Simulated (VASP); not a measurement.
# I (P6/mmm) in VASP: relaxation of shape and atoms at fixed volume with PBE

Aim: the relaxation of shape and atoms at fixed volume of I with PBE.

Program: VASP 6.6.1. These are calculated values, not measurements. Logs are shortened: lines on timing, memory, paths and dates and some standing lists are left out, and cuts for length are marked.

**1. The cell of the first run**

Symmetry: P6/mmm, No. 191, hexagonal system. The conventional cell has a = 4.470 Å, b = 4.470 Å, c = 2.880 Å, α = 90.00°, β = 90.00°, γ = 120.00°. I (site symmetry 6/mmm) has 2 I at 2.88 Å within 3.8 Å.

**2. Relaxation of shape and atoms at fixed volume, PBE**

INCAR

```
PREC     = Accurate       # precision mode
ENCUT    = 600            # plane-wave cutoff, eV
EDIFF    = 1E-6           # SCF threshold, eV
ISMEAR   = -1             # smearing method
SIGMA    = 0.08           # smearing width, eV
LREAL    = False          # projectors in reciprocal space
LASPH    = True           # aspherical terms in the spheres
NELM     = 80             # most SCF steps
ALGO     = Normal         # electronic algorithm
ISIF     = 4              # what is computed and relaxed
LWAVE    = False          # write WAVECAR
LCHARG   = False          # write CHGCAR
GGA      = PE             # functional
IBRION   = 2              # ionic algorithm
NSW      = 50             # ionic steps
EDIFFG   = -0.005         # ionic threshold
```

KPOINTS

```
Automatic mesh
0
Gamma
  12 12 12
```

POSCAR

```
I
1.0
    4.4703905188      0.0000000000      0.0000000000
   -2.2351952594      3.8714717541      0.0000000000
    0.0000000000      0.0000000000      2.8799495946
I
1
Direct
    0.0000000000      0.0000000000      0.0000000000
```

Potentials or basis: VASP PAW PBE potentials, release 64 (I).

Command:

```sh
cat potpaw_PBE.64/I/POTCAR > POTCAR
mpirun -np 1 vasp_std > vasp.out
```

OUTCAR:

```text
PREC = Accurate
   ENCUT = 600
   EDIFF = 1E-6
   ISMEAR = -1
   LREAL = False
   LASPH = True
   NELM = 80
   ISIF = 4
   GGA = PE
   IBRION = 2
   NSW = 50
   EDIFFG = -0.005

 ion  position               nearest neighbor table
   1  0.000  0.000  0.000-

  LATTYP: Found a hexagonal cell.
 ALAT       =     4.4703905188
 C/A-ratio  =     0.6442277431

  Lattice vectors:

 A1 = (   4.4703905188,   0.0000000000,   0.0000000000)
 A2 = (  -2.2351952594,   3.8714717541,   0.0000000000)
 A3 = (   0.0000000000,   0.0000000000,   2.8799495946)

Analysis of symmetry for initial positions (statically):
=====================================================================
 Subroutine PRICEL returns:
 Original cell was already a primitive cell.

 Routine SETGRP: Setting up the symmetry group for a
 hexagonal supercell.

 Subroutine GETGRP returns: Found 24 space group operations
 (whereof 24 operations were pure point group operations)
 out of a pool of 24 trial point group operations.

The static configuration has the point symmetry D_6h.

Analysis of symmetry for dynamics (positions and initial velocities):
=====================================================================
 Subroutine PRICEL returns:
 Original cell was already a primitive cell.

 Routine SETGRP: Setting up the symmetry group for a
 hexagonal supercell.

 Subroutine GETGRP returns: Found 24 space group operations
 (whereof 24 operations were pure point group operations)
 out of a pool of 24 trial point group operations.

The dynamic configuration has the point symmetry D_6h.

 Subroutine INISYM returns: Found 24 space group operations
 (whereof 24 operations are pure point group operations),
 and found     1 'primitive' translations

----------------------------------------------------------------------------------------

                                     Primitive cell

  volume of cell :      49.8433

  direct lattice vectors                    reciprocal lattice vectors
     4.470390519  0.000000000  0.000000000     0.223694104  0.129149851  0.000000000
    -2.235195259  3.871471754  0.000000000     0.000000000  0.258299702  0.000000000
     0.000000000  0.000000000  2.879949595     0.000000000  0.000000000  0.347228299

  length of vectors
     4.470390519  4.470390519  2.879949595     0.258299702  0.258299702  0.347228299

  position of ions in fractional coordinates (direct lattice)
     0.000000000  0.000000000  0.000000000

  ion indices of the primitive-cell ions
   primitive index   ion index
                 1           1

----------------------------------------------------------------------------------------

 KPOINTS: Automatic mesh

Automatic generation of k-mesh.
 Grid dimensions read from file:
 generate k-points for:   12   12   12

 Generating k-lattice:

  Cartesian coordinates                     Fractional coordinates (reciprocal lattice)
     0.018641175  0.010762488  0.000000000     0.083333333  0.000000000  0.000000000
     0.000000000  0.021524975  0.000000000     0.000000000  0.083333333  0.000000000
     0.000000000  0.000000000  0.028935692     0.000000000  0.000000000  0.083333333

  Length of vectors
     0.021524975  0.021524975  0.028935692

  Shift w.r.t. Gamma in fractional coordinates (k-lattice)
     0.000000000  0.000000000  0.000000000

 Subroutine IBZKPT returns following result:
 ===========================================

 Found    133 irreducible k-points:

 Following reciprocal coordinates:
            Coordinates               Weight
  0.000000  0.000000  0.000000      1.000000
  0.083333  0.000000  0.000000      6.000000
  0.166667  0.000000  0.000000      6.000000
  0.250000 -0.000000  0.000000      6.000000
  0.333333 -0.000000  0.000000      6.000000
  0.416667 -0.000000  0.000000      6.000000
[... 16 lines left out ...]
  0.250000 -0.000000  0.083333     12.000000
  0.333333 -0.000000  0.083333     12.000000
 [... further k-points ...]
   k-points           NKPTS =    133   k-points in BZ     NKDIM =    133   number of bands    NBANDS=      7
   number of dos      NEDOS =    301   number of ions     NIONS =      1
   total plane-waves  NPLWV =  31104
   dimension x,y,z NGX =    36 NGY =   36 NGZ =   24
   dimension x,y,z NGXF=    72 NGYF=   72 NGZF=   48
   ions per type =               1
   NGX,Y,Z   is equivalent  to a cutoff of  13.39, 13.39, 13.85 a.u.
   NGXF,Y,Z  is equivalent  to a cutoff of  26.78, 26.78, 27.71 a.u.
 SYSTEM =  unknown system
   PREC   = accura    normal or accurate (medium, high low for compatibility)
   ISTART =      0    job   : 0-new  1-cont  2-samecut
   ICHARG =      2    charge: 1-file 2-atom 10-const
   ISPIN  =      1    spin polarized calculation?
   LNONCOLLINEAR =      F non collinear calculations
   LSORBIT =      F    spin-orbit coupling
   LASPH  =      T    aspherical Exc in radial PAW
   ENCUT  =  600.0 eV  44.10 Ry    6.64 a.u.   8.93  8.93  5.75*2*pi/ulx,y,z
   NELM   =     80;   NELMIN=  2; NELMDL= -5     # of ELM steps
   EDIFF  = 0.1E-05   stopping-criterion for ELM
   LREAL  =      F    real-space projection
   EDIFFG = -.5E-02   stopping-criterion for IOM
   NSW    =     50    number of steps for IOM
   IBRION =      2    ionic relax: 0-MD 1-quasi-New 2-CG
   NFREE  =      1    steps in history (QN), initial steepest desc. (CG)
   ISIF   =      4    stress and relaxation
   ISYM   =      2    0-nonsym 1-usesym 2-fastsym
   POTIM  = 0.5000    time-step for ionic-motion
   TEBEG  =    0.0;   TEEND  =   0.0 temperature during run
   PSTRESS=    0.0 pullay stress
   NELECT =       7.0000    total number of electrons
   NUPDOWN=      -1.0000    fix difference up-down
   EMIN   =  10.00;   EMAX   =-10.00  energy-range for DOS
   EFERMI =   0.00;   METHOD = LEGACY
   ISMEAR =    -1;   SIGMA  =   0.08  broadening in eV -4-tet -1-fermi 0-gaus
   EFERMI_NEDOS =   21; number of points for ismear=-14 and -15
   IALGO  =     38    algorithm
   IMIX   =      4    mixing-type and parameters
     AMIX     =   0.40;   BMIX     =  1.00
     AMIX_MAG =   1.60;   BMIX_MAG =  1.00
  volume/ion in A,a.u.               =      49.84       336.36
  Fermi-wavevector in a.u.,A,eV,Ry     =   0.850953  1.608067  9.852255  0.724120
  Thomas-Fermi vector in A             =   1.967010
   LORBIT       =      0    0 simple, 1 ext, 2 COOP (PROOUT), +10 PAW based schemes
   GGA     = PE    functional components
   LHFCALC =     F    Hartree Fock is set to
   AEXX    =    0.0000 exact exchange contribution
   IVDW    =     0    specifies the selected vdW correction
   LEPSILON=     F    determine dielectric tensor
   LRPA    =     F    only Hartree local field effects (RPA)
 conjugate gradient relaxation of ions
 non-spin polarized calculation
  energy-cutoff  :      600.00
  volume of cell :       49.84
 maximum number of plane-waves:      1685
 NGX is ok and might be reduce to    36
   NGX = 17   NGY = 17   NGZ = 11

--------------------------------------- Ionic step        1  -------------------------------------------

 number of electron       7.0000000 magnetization

 Free energy of the ion-electron system (eV)
  ---------------------------------------------------
  ext. energy  EPLUGINS =         0.00000000
  ---------------------------------------------------
  free energy    TOTEN  =        -1.45386377 eV

  energy without entropy =       -1.43721052  energy(sigma->0) =       -1.44553714

------------------------ aborting loop because EDIFF is reached ----------------------------------------

  FORCE on cell =-STRESS in cart. coord.  units (eV):
  Direction    XX          YY          ZZ          XY          YZ          ZX
  --------------------------------------------------------------------------------------
  -------------------------------------------------------------------------------------
  Total        0.0312418      0.0312418      0.8347235      0.0000000      0.0000000      0.0000000
  in kB        1.0042462      1.0042462     26.8316133      0.0000000      0.0000000      0.0000000
  external PRESSURE =       9.6133686 kB  Pullay stress =       0.0000000 kB

 VOLUME and BASIS-vectors are now :
 -----------------------------------------------------------------------------
  energy-cutoff  :      600.00
  volume of cell :       49.84
      direct lattice vectors                 reciprocal lattice vectors
     4.470390519  0.000000000  0.000000000     0.223694104  0.129149851  0.000000000
    -2.235195259  3.871471754  0.000000000     0.000000000  0.258299702  0.000000000
     0.000000000  0.000000000  2.879949595     0.000000000  0.000000000  0.347228299
[... 36 lines left out ...]
 POSITION                                       TOTAL-FORCE (eV/Angst)
 -----------------------------------------------------------------------------------
      0.00000      0.00000      0.00000        -0.000000      0.000000      0.000000
 -----------------------------------------------------------------------------------
    total drift:                                0.000000      0.000000      0.000000

  FREE ENERGIE OF THE ION-ELECTRON SYSTEM (eV)
  ---------------------------------------------------
  free  energy   TOTEN  =        -1.4569251472 eV

  energy  without entropy=       -1.4398897221  energy(sigma->0) =       -1.44840743

--------------------------------------- Ionic step        3  -------------------------------------------

 number of electron       6.9999999 magnetization

 Free energy of the ion-electron system (eV)
  ---------------------------------------------------
  ext. energy  EPLUGINS =         0.00000000
  ---------------------------------------------------
  free energy    TOTEN  =        -1.45971492 eV

  energy without entropy =       -1.44297179  energy(sigma->0) =       -1.45134336

 E-fermi :   1.3247     XC(G=0):  -7.2648

 val. band max:        1.3120158443   @ k =   0.3333   0.0833   0.5000
 cond. band min:       1.3281507107   @ k =   0.5000  -0.0000   0.5000
 fundamental gap:      0.0161348664
 Fermi energy:         1.3246763832

 k-point     1 :       0.0000    0.0000    0.0000
  band No.  band energies     occupation
      1     -12.0032      2.00000
      2      -0.3273      2.00000
      3      -0.3273      2.00000
      4       4.8730      0.00000
      5       5.5964      0.00000
      6       9.1585      0.00000
      7       9.1585      0.00000

 k-point     2 :       0.0833    0.0000    0.0000
  band No.  band energies     occupation
      1     -11.9915      2.00000
      2      -0.4659      2.00000
      3      -0.3537      2.00000
      4       4.8816      0.00000
      5       5.8192      0.00000
      6       8.8966      0.00000
      7       9.3087      0.00000
[... 201 lines left out ...]
 k-point    23 :       0.2500   -0.0000    0.0833
  band No.  band energies     occupation
      1     -11.8060      2.00000
      2      -1.1122      2.00000
      3      -0.4171      2.00000
      4       3.9020      0.00000
      5       6.8872      0.00000
      6       8.6586      0.00000
      7      10.5548      0.00000

 k-point    24 :       0.3333   -0.0000    0.0833
  band No.  band energies     occupation
      1     -11.7598      2.00000
      2      -1.4696      2.00000
      3      -0.5050      2.00000
      4       3.9421      0.00000
      5       6.8550      0.00000
      6       9.4531      0.00000
      7      11.4762      0.00000

 [... further k-points ...]
[... 5 lines left out ...]
  --------------------------------------------------------------------------------------
  -------------------------------------------------------------------------------------
  Total        0.0546779      0.0546779      0.0551213      0.0000000     -0.0000000      0.0000000
  in kB        1.7575846      1.7575846      1.7718357      0.0000000     -0.0000000      0.0000000
  external PRESSURE =       1.7623350 kB  Pullay stress =       0.0000000 kB

 VOLUME and BASIS-vectors are now :
 -----------------------------------------------------------------------------
  energy-cutoff  :      600.00
  volume of cell :       49.84
      direct lattice vectors                 reciprocal lattice vectors
     4.437129936  0.000000000  0.000000000     0.225370907  0.130117954 -0.000000000
    -2.218564968  3.842667244 -0.000000000     0.000000000  0.260235908 -0.000000000
    -0.000000000  0.000000000  2.923287436    -0.000000000 -0.000000000  0.342080627

 POSITION                                       TOTAL-FORCE (eV/Angst)
 -----------------------------------------------------------------------------------
      0.00000      0.00000      0.00000         0.000000      0.000000      0.000000
 -----------------------------------------------------------------------------------
    total drift:                                0.000000      0.000000      0.000000

  FREE ENERGIE OF THE ION-ELECTRON SYSTEM (eV)
  ---------------------------------------------------
  free  energy   TOTEN  =        -1.4597149163 eV

  energy  without entropy=       -1.4429717949  energy(sigma->0) =       -1.45134336

 reached required accuracy - stopping structural energy minimisation
```

Wall time 2.1 min (1 thread of Intel Xeon 8259CL, shared host); peak memory 0.22 GiB.

Results:

| Item | Value |
| --- | --- |
| Free energy | -1.4597 eV |
| Energy gained by relaxing | 5.9 meV/atom |
| Ionic steps | 3 |
| Pressure after relaxing | 0.2 GPa |
| Band gap on the k mesh | zero (an odd number of electrons rules out a gap without spin polarisation) |

The path:
```
step  energy change (eV)  largest force (eV/Å)  pressure (GPa)  volume (Å³)
   1              0.0000                0.0000            0.96        49.84
   2             -0.0031                0.0000           -0.32        49.84
   3             -0.0059                0.0000            0.18        49.84
```

Final structure:
```
CELL_PARAMETERS angstrom
4.43713 0.00000 0.00000
-2.21856 3.84267 0.00000
0.00000 0.00000 2.92329
ATOMIC_POSITIONS crystal
I 0.00000 0.00000 0.00000
```

Levels at points of the mesh, in eV from the Fermi level:
| k point | band 1 | band 2 | band 3 | band 4 | band 5 | band 6 |
| --- | --- | --- | --- | --- | --- | --- |
| (0.00, 0.00, 0.00) | -13.33 | -1.65 | -1.65 | 3.55 | 4.27 | 7.83 |
| (0.50, 0.00, 0.00) | -13.15 | -3.22 | -2.01 | 3.68 | 5.21 | 9.78 |
| (0.00, 0.00, 0.50) | -10.82 | -5.44 | 0.30 | 0.30 | 8.23 | 8.23 |
| (0.50, 0.00, 0.50) | -10.64 | -5.24 | -0.97 | 0.00 | 5.13 | 7.49 |

Caveat: spin-orbit coupling is left out, which moves the levels of the heavy elements; an odd number of electrons without spin polarisation forces a metal; a magnetic or distorted state may lie lower.
